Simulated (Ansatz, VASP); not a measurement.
## MgS in VASP and in Ansatz

POSCAR

```
MgS
1.0
   -0.0143600000      2.7565600000      2.7550700000
    2.8760200000     -0.1051800000      2.8458900000
    2.7905000000      2.7618500000     -0.0196600000
Mg S
1 1
Direct
    0.9821400000      0.0063200000      0.0041600000
    0.7261900000      0.7552500000      0.7641900000
```

Contents of INCAR.step1:

```
PREC = Accurate
ENCUT = 520
ISMEAR = 1
SIGMA = 0.01
LREAL = F
LASPH = T
NELM = 100
NBANDS = 11
GGA = PE
ALGO = Normal
EDIFF = 1E-4
LWAVE = T
LCHARG = F
```

Contents of INCAR.step2:

```
PREC = Accurate
ENCUT = 520
EDIFF = 1E-8
ISMEAR = 1
SIGMA = 0.01
LREAL = F
LASPH = T
NELM = 100
ALGO = Normal
ISIF = 2
LWAVE = F
LCHARG = F
METAGGA = R2SCAN
LMIXTAU = T
LEFG = T
NBANDS = 11
ISTART = 1
```

File KPOINTS:

```
regular mesh
0
Gamma
  3 3 3
```

Input for Ansatz:

```yaml
crystal:
  lattice:
    - [-0.01436, 2.75656, 2.75507]
    - [2.87602, -0.10518, 2.84589]
    - [2.7905, 2.76185, -0.01966]
  atoms:
    - { symbol: Mg, position: [0.98214, 0.006320000000000005, 0.004159999999999994] }
    - { symbol: S, position: [0.7261900000000001, 0.7552499999999999, 0.76419] }
basis:
  ecutwfc: 530.0
kpoints:
  mp_grid:
    grid: [3, 3, 3]
hamiltonian:
  xc: r2scan
scf:
  max_iter: 85
  occupations:
    method: cold
    width: 0.01
output:
  write_density: true
  write_potential: true
  volumetric_format: npy
  elf: true
  bader: true
  efg: {}
```

Alike in both runs: task electric field gradients; functional r2SCAN; k mesh 3 × 3 × 3; no spin polarisation.

|  | VASP | Ansatz |
| --- | --- | --- |
| version | VASP 6.6.1 | Ansatz 0.2.0 |
| potentials or method | VASP PAW PBE potentials, release 64 (Mg, S), cutoff 520 eV | plane waves, PAW |
| occupations | methfessel-paxton of order 1, width 0.01 eV | cold, width 0.01 eV |
| valence electrons in the cell | 8 | 16 |

```tsv
	VASP	Ansatz	Ansatz less VASP
gap on the k mesh at the Fermi level (eV)	4.04	4.05	+0.013
size of Vzz on the site where it differs most (V/Å²)	14.1	13.9	-0.25
```

VASP's potentials were made for PBE, not for r2SCAN. VASP's potentials hold 8 valence electrons a cell and Ansatz's 16, so a difference there can come from the potentials and not from the codes.

The k mesh is coarse, so the values compare programs but aren't converged.
